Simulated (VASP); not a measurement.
A run of VASP 6.6.1 is set up as follows.

INCAR

```
SYSTEM = Pb
PREC = Accurate
ENCUT = 520
EDIFF = 1E-7
ISMEAR = -1
SIGMA = 0.05
LREAL = .FALSE.
LASPH = .TRUE.
NELM = 80
ALGO = Normal
ISIF = 2
LWAVE = .FALSE.
LCHARG = .FALSE.
GGA = PE
IVDW = 12
NBANDS = 13
```

KPOINTS

```
regular mesh
0
G
  9 9 9
  0 0 0
```

File POSCAR:

```
Pb
1.0
    0.0000000000      2.5235621278      2.5235621278
    2.5235621278      0.0000000000      2.5235621278
    2.5235621278      2.5235621278      0.0000000000
Pb
1
Direct
    0.0000000000      0.0000000000      0.0000000000
```

Potentials or basis: VASP PAW PBE potentials, release 64 (Pb_d).

The run is started by

```bash
$ cat potpaw_PBE.64/Pb_d/POTCAR > POTCAR
$ mpirun -np 1 vasp_std > vasp.out
```

Estimate the dispersion energy per atom.

-0.386 eV.

Estimate the pressure.

-2.3 GPa.

Caveat: pairwise dispersion overbinds metals, which lowers pressure and volume.
